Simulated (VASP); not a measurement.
A run of VASP 6.6.1:

INCAR

```
PREC = Accurate ; ENCUT = 520
EDIFF = 1E-6 ; ISMEAR = -1
SIGMA = 0.1 ; LREAL = F
LASPH = T ; NELM = 80
ALGO = Normal ; ISIF = 2
LWAVE = F ; LCHARG = F
GGA = RP ; NBANDS = 12
```

KPOINTS

```
Automatic mesh
0
Gamma
  12 12 8
```

POSCAR

```
Sb
1.0
   -3.1581285714      3.1595907648      1.6855436163
    3.1595907648     -3.1581285714      1.6855436163
    3.1770707749      3.1770707749     -1.6828656063
Sb
2
Direct
    0.9999850888      0.0000149112      0.0000000000
    0.7500149112      0.2499850888      0.5000000000
```

Potentials or basis: VASP PAW PBE potentials, release 64 (Sb).

Launch:

```sh
$ cat potpaw_PBE.64/Sb/POTCAR > POTCAR
$ mpirun -np 1 vasp_std > vasp.out
```

Hardware: 1 thread of Intel(R) Xeon(R) Platinum 8488C (Sapphire Rapids), with other jobs on the host.

Task: Estimate the wall time of this run.

Result: Wall time 2.6 min on 1 thread of Intel(R) Xeon(R) Platinum 8488C (Sapphire Rapids), on a shared host, peak memory 0.36 GiB. Counts: scf iterations 10, k points 320.
